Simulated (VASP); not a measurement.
# RbBr (I4/mmm) in VASP: notebook

Runs on RbBr. Level: LDA. Tasks: single point.

All numbers are computed with VASP 6.6.1; they aren't measurements. Logs are shortened: lines on timing, memory, paths and dates and some standing lists are left out, and cuts for length are marked.

## (1) The cell of the first run

The structure is tetragonal, space group I4/mmm (No. 139). The conventional cell has a = 4.847 Å, b = 4.847 Å, c = 6.170 Å, α = 90.00°, β = 90.00°, γ = 90.00°. Within 4.1 Å of Rb (site symmetry 4/mmm) lie 6 Br at 3.08 to 3.43 Å. Within 4.1 Å of Br (site symmetry 4/mmm) lie 6 Rb at 3.08 to 3.43 Å.

## (2) Single point, LDA (strain -0.1000 x Voigt [1, 0, 0, 0, 0, 0])

Contents of INCAR:

```
ALGO     = Normal         # electronic algorithm
EDIFF    = 1E-6           # SCF threshold, eV
ENCUT    = 520            # plane-wave cutoff, eV
GGA      = CA             # functional
ISIF     = 2              # what is computed and relaxed
ISMEAR   = 0              # smearing method
LASPH    = T              # aspherical terms in the spheres
LCHARG   = F              # write CHGCAR
LREAL    = F              # projectors in reciprocal space
LWAVE    = F              # write WAVECAR
NBANDS   = 15             # bands
NELM     = 100            # most SCF steps
PREC     = Accurate       # precision mode
SIGMA    = 0.05           # smearing width, eV
```

Contents of KPOINTS:

```
k-points
0
Gamma
  6 6 6
```

Contents of POSCAR:

```
RbBr
1.0
    0.0000000000      3.4275000000      3.4275000000
    3.0847500000      0.0000000000      3.4275000000
    3.0847500000      3.4275000000      0.0000000000
Rb Br
1 1
Direct
    0.0000000000      0.0000000000      0.0000000000
    0.5000000000      0.5000000000      0.5000000000
```

Potentials or basis: VASP PAW LDA potentials, release 64 (Rb_sv, Br).

Started as:

```console
> cat potpaw_LDA.64/Rb_sv/POTCAR potpaw_LDA.64/Br/POTCAR > POTCAR
> mpirun -np 1 vasp_std > vasp.out
```

OUTCAR:

```text
EDIFF = 1E-6
   ENCUT = 520
   GGA = CA
   ISIF = 2
   ISMEAR = 0
   LASPH = T
   LREAL = F
   NELM = 100
   PREC = Accurate

 ion  position               nearest neighbor table
   1  0.000  0.000  0.000-   2 3.08   2 3.08   2 3.43   2 3.43   2 3.43   2 3.43
   2  0.500  0.500  0.500-   1 3.08   1 3.08   1 3.43   1 3.43   1 3.43   1 3.43

  LATTYP: Found a body centered tetragonal cell.
 ALAT       =     4.8472169850
 C/A-ratio  =     1.2727922061

  Lattice vectors:

 A1 = (  -3.0847500000,   0.0000000000,  -3.4275000000)
 A2 = (  -3.0847500000,   0.0000000000,   3.4275000000)
 A3 = (   3.0847500000,   3.4275000000,   0.0000000000)

Analysis of symmetry for initial positions (statically):
=====================================================================
 Subroutine PRICEL returns:
 Original cell was already a primitive cell.

 Routine SETGRP: Setting up the symmetry group for a
 body centered tetragonal supercell.

 Subroutine GETGRP returns: Found 16 space group operations
 (whereof 16 operations were pure point group operations)
 out of a pool of 16 trial point group operations.

The static configuration has the point symmetry D_4h.

Analysis of symmetry for dynamics (positions and initial velocities):
=====================================================================
 Subroutine PRICEL returns:
 Original cell was already a primitive cell.

 Routine SETGRP: Setting up the symmetry group for a
 body centered tetragonal supercell.

 Subroutine GETGRP returns: Found 16 space group operations
 (whereof 16 operations were pure point group operations)
 out of a pool of 16 trial point group operations.

The dynamic configuration has the point symmetry D_4h.

 Subroutine INISYM returns: Found 16 space group operations
 (whereof 16 operations are pure point group operations),
 and found     1 'primitive' translations

----------------------------------------------------------------------------------------

                                     Primitive cell

  volume of cell :      72.4778

  direct lattice vectors                    reciprocal lattice vectors
     0.000000000  3.427500000  3.427500000    -0.162087689  0.145878920  0.145878920
     3.084750000  0.000000000  3.427500000     0.162087689 -0.145878920  0.145878920
     3.084750000  3.427500000  0.000000000     0.162087689  0.145878920 -0.145878920

  length of vectors
     4.847216985  4.611229642  4.611229642     0.262361845  0.262361845  0.262361845

  position of ions in fractional coordinates (direct lattice)
     0.000000000  0.000000000  0.000000000
     0.500000000  0.500000000  0.500000000

  ion indices of the primitive-cell ions
   primitive index   ion index
                 1           1
                 2           2

----------------------------------------------------------------------------------------

 KPOINTS: k-points

Automatic generation of k-mesh.
 Grid dimensions read from file:
 generate k-points for:    6    6    6

 Generating k-lattice:

  Cartesian coordinates                     Fractional coordinates (reciprocal lattice)
    -0.027014615  0.024313153  0.024313153     0.166666667  0.000000000  0.000000000
     0.027014615 -0.024313153  0.024313153     0.000000000  0.166666667  0.000000000
     0.027014615  0.024313153 -0.024313153     0.000000000  0.000000000  0.166666667

  Length of vectors
     0.043726974  0.043726974  0.043726974

  Shift w.r.t. Gamma in fractional coordinates (k-lattice)
     0.000000000  0.000000000  0.000000000

 Subroutine IBZKPT returns following result:
 ===========================================

 Found     30 irreducible k-points:

 Following reciprocal coordinates:
            Coordinates               Weight
  0.000000  0.000000  0.000000      1.000000
  0.166667  0.000000  0.000000      8.000000
  0.333333  0.000000  0.000000      8.000000
  0.500000 -0.000000 -0.000000      4.000000
  0.166667  0.166667  0.000000      4.000000
  0.333333  0.166667  0.000000     16.000000
[... 16 lines left out ...]
 -0.333333  0.500000  0.166667      4.000000
  0.333333 -0.333333  0.166667      8.000000
 [... further k-points ...]
   k-points           NKPTS =     30   k-points in BZ     NKDIM =     30   number of bands    NBANDS=     15
   number of dos      NEDOS =    301   number of ions     NIONS =      2
   total plane-waves  NPLWV =  46656
   dimension x,y,z NGX =    36 NGY =   36 NGZ =   36
   dimension x,y,z NGXF=    72 NGYF=   72 NGZF=   72
   ions per type =               1   1
   NGX,Y,Z   is equivalent  to a cutoff of  12.35, 12.98, 12.98 a.u.
   NGXF,Y,Z  is equivalent  to a cutoff of  24.69, 25.96, 25.96 a.u.
 SYSTEM =  unknown system
   PREC   = accura    normal or accurate (medium, high low for compatibility)
   ISTART =      0    job   : 0-new  1-cont  2-samecut
   ICHARG =      2    charge: 1-file 2-atom 10-const
   ISPIN  =      1    spin polarized calculation?
   LNONCOLLINEAR =      F non collinear calculations
   LSORBIT =      F    spin-orbit coupling
   LASPH  =      T    aspherical Exc in radial PAW
   ENCUT  =  520.0 eV  38.22 Ry    6.18 a.u.   9.01  8.57  8.57*2*pi/ulx,y,z
   NELM   =    100;   NELMIN=  2; NELMDL= -5     # of ELM steps
   EDIFF  = 0.1E-05   stopping-criterion for ELM
   LREAL  =      F    real-space projection
   EDIFFG = 0.1E-04   stopping-criterion for IOM
   NSW    =      0    number of steps for IOM
   IBRION =     -1    ionic relax: 0-MD 1-quasi-New 2-CG
   NFREE  =      0    steps in history (QN), initial steepest desc. (CG)
   ISIF   =      2    stress and relaxation
   ISYM   =      2    0-nonsym 1-usesym 2-fastsym
   POTIM  = 0.5000    time-step for ionic-motion
   TEBEG  =    0.0;   TEEND  =   0.0 temperature during run
   PSTRESS=    0.0 pullay stress
   NELECT =      16.0000    total number of electrons
   NUPDOWN=      -1.0000    fix difference up-down
   EMIN   =  10.00;   EMAX   =-10.00  energy-range for DOS
   EFERMI =   0.00;   METHOD = LEGACY
   ISMEAR =     0;   SIGMA  =   0.05  broadening in eV -4-tet -1-fermi 0-gaus
   EFERMI_NEDOS =   21; number of points for ismear=-14 and -15
   IALGO  =     38    algorithm
   IMIX   =      4    mixing-type and parameters
     AMIX     =   0.40;   BMIX     =  1.00
     AMIX_MAG =   1.60;   BMIX_MAG =  1.00
  volume/ion in A,a.u.               =      36.24       244.55
  Fermi-wavevector in a.u.,A,eV,Ry     =   0.989418  1.869729 13.319399  0.978948
  Thomas-Fermi vector in A             =   2.121015
   LORBIT       =      0    0 simple, 1 ext, 2 COOP (PROOUT), +10 PAW based schemes
   GGA     = CA    functional components
   LHFCALC =     F    Hartree Fock is set to
   AEXX    =    0.0000 exact exchange contribution
   IVDW    =     0    specifies the selected vdW correction
   LEPSILON=     F    determine dielectric tensor
   LRPA    =     F    only Hartree local field effects (RPA)
 non-spin polarized calculation
 Gauss-broadening in eV      SIGMA  =   0.05
  energy-cutoff  :      520.00
  volume of cell :       72.48
 maximum number of plane-waves:      1973
   NGX = 17   NGY = 17   NGZ = 17

 number of electron      15.9999998 magnetization

 Free energy of the ion-electron system (eV)
  ---------------------------------------------------
  ext. energy  EPLUGINS =         0.00000000
  ---------------------------------------------------
  free energy    TOTEN  =        -6.62267470 eV

  energy without entropy =       -6.62267470  energy(sigma->0) =       -6.62267470

 E-fermi :  -1.0408     XC(G=0):  -8.1429

 val. band max:       -1.3028636836   @ k =   0.0000   0.0000   0.0000
 cond. band min:       2.6637052925   @ k =   0.0000   0.0000   0.0000
 fundamental gap:      3.9665689761
 Fermi energy:        -1.0407684923

 k-point     1 :       0.0000    0.0000    0.0000
  band No.  band energies     occupation
      1     -25.5689      2.00000
      2     -13.8487      2.00000
      3      -9.8171      2.00000
      4      -9.7041      2.00000
      5      -9.7041      2.00000
      6      -1.5748      2.00000
      7      -1.5748      2.00000
      8      -1.3029      2.00000
      9       2.6637      0.00000
     10       5.3189      0.00000
     11       5.3189      0.00000
     12       6.0185      0.00000
     13       6.2206      0.00000
     14       7.0132      0.00000
     15       9.3192      0.00000

 k-point     2 :       0.1667    0.0000    0.0000
  band No.  band energies     occupation
      1     -25.5641      2.00000
      2     -13.8770      2.00000
      3      -9.7683      2.00000
      4      -9.7151      2.00000
      5      -9.7047      2.00000
      6      -1.9049      2.00000
      7      -1.6938      2.00000
      8      -1.5546      2.00000
      9       3.3818      0.00000
     10       5.3608      0.00000
     11       5.7230      0.00000
     12       6.1579      0.00000
     13       6.6749      0.00000
     14       7.5924      0.00000
     15      10.4681      0.00000

 k-point     3 :       0.3333    0.0000    0.0000
  band No.  band energies     occupation
      1     -25.5546      2.00000
      2     -13.9323      2.00000
      3      -9.7412      2.00000
      4      -9.7371      2.00000
      5      -9.6336      2.00000
      6      -2.5190      2.00000
      7      -1.9114      2.00000
      8      -1.8827      2.00000
      9       4.6622      0.00000
     10       5.6884      0.00000
     11       6.8281      0.00000
     12       7.0585      0.00000
     13       7.8081      0.00000
     14       8.9505      0.00000
     15      10.1727      0.00000

 k-point     4 :       0.5000   -0.0000   -0.0000
  band No.  band energies     occupation
      1     -25.5499      2.00000
      2     -13.9592      2.00000
      3      -9.7480      2.00000
      4      -9.7468      2.00000
      5      -9.5779      2.00000
      6      -2.7855      2.00000
      7      -2.0231      2.00000
      8      -2.0118      2.00000
      9       5.1891      0.00000
     10       6.2039      0.00000
     11       8.0716      0.00000
     12       8.1330      0.00000
     13       8.3957      0.00000
     14       9.2013      0.00000
     15       9.4338      0.00000
[... 307 lines left out ...]
 k-point    22 :       0.3333    0.5000    0.1667
  band No.  band energies     occupation
      1     -25.5504      2.00000
      2     -13.9000      2.00000
      3      -9.8290      2.00000
      4      -9.8057      2.00000
      5      -9.6624      2.00000
      6      -2.3946      2.00000
      7      -1.9530      2.00000
      8      -1.8467      2.00000
      9       4.9150      0.00000
     10       5.3376      0.00000
     11       7.3508      0.00000
     12       7.9454      0.00000
     13       8.0286      0.00000
     14       9.3060      0.00000
     15       9.5474      0.00000

 k-point    23 :      -0.3333    0.5000    0.1667
  band No.  band energies     occupation
      1     -25.5458      2.00000
      2     -13.8017      2.00000
      3      -9.9909      2.00000
      4      -9.9690      2.00000
      5      -9.7213      2.00000
      6      -2.0576      2.00000
      7      -1.9964      2.00000
      8      -1.5439      2.00000
      9       4.4603      0.00000
     10       6.1184      0.00000
     11       6.6737      0.00000
     12       7.6625      0.00000
     13       8.3405      0.00000
     14       9.6452      0.00000
     15      10.0879      0.00000

 k-point    24 :       0.3333   -0.3333    0.1667
  band No.  band energies     occupation
      1     -25.5476      2.00000
      2     -13.9125      2.00000
      3      -9.8524      2.00000
      4      -9.8486      2.00000
      5      -9.5920      2.00000
      6      -2.4341      2.00000
      7      -2.0018      2.00000
      8      -1.9946      2.00000
      9       5.5767      0.00000
     10       5.8501      0.00000
     11       6.8898      0.00000
     12       7.2383      0.00000
     13       8.6515      0.00000
     14       9.6189      0.00000
     15      10.5073      0.00000

 [... further k-points ...]

------------------------ aborting loop because EDIFF is reached ----------------------------------------

  FORCE on cell =-STRESS in cart. coord.  units (eV):
  Direction    XX          YY          ZZ          XY          YZ          ZX
  --------------------------------------------------------------------------------------
  -------------------------------------------------------------------------------------
  Total        2.5205201     -0.3699797     -0.3699797      0.0000000      0.0000000      0.0000000
  in kB       55.7180437     -8.1786861     -8.1786861      0.0000000      0.0000000      0.0000000
  external PRESSURE =      13.1202238 kB  Pullay stress =       0.0000000 kB

 VOLUME and BASIS-vectors are now :
 -----------------------------------------------------------------------------
  energy-cutoff  :      520.00
  volume of cell :       72.48
      direct lattice vectors                 reciprocal lattice vectors
     0.000000000  3.427500000  3.427500000    -0.162087689  0.145878920  0.145878920
     3.084750000  0.000000000  3.427500000     0.162087689 -0.145878920  0.145878920
     3.084750000  3.427500000  0.000000000     0.162087689  0.145878920 -0.145878920

 POSITION                                       TOTAL-FORCE (eV/Angst)
 -----------------------------------------------------------------------------------
      0.00000      0.00000      0.00000        -0.000000      0.000000      0.000000
      3.08475      3.42750      3.42750         0.000000      0.000000     -0.000000
 -----------------------------------------------------------------------------------
    total drift:                                0.000000      0.000000      0.000000

  FREE ENERGIE OF THE ION-ELECTRON SYSTEM (eV)
  ---------------------------------------------------
  free  energy   TOTEN  =        -6.6226747042 eV

  energy  without entropy=       -6.6226747042  energy(sigma->0) =       -6.62267470
```

Run time: 28 s. Hardware: 1 thread of AMD EPYC 7R13, shared host; peak memory 0.15 GiB.

What came out:

```
Free energy            : -6.6227 eV
Pressure               : 1.3 GPa
Band gap on the k mesh : 3.97 eV
```

Caveat: the cell differs from its parent crystal (strain -0.1000 x Voigt [1, 0, 0, 0, 0, 0]).

[end of part 1 of 2]
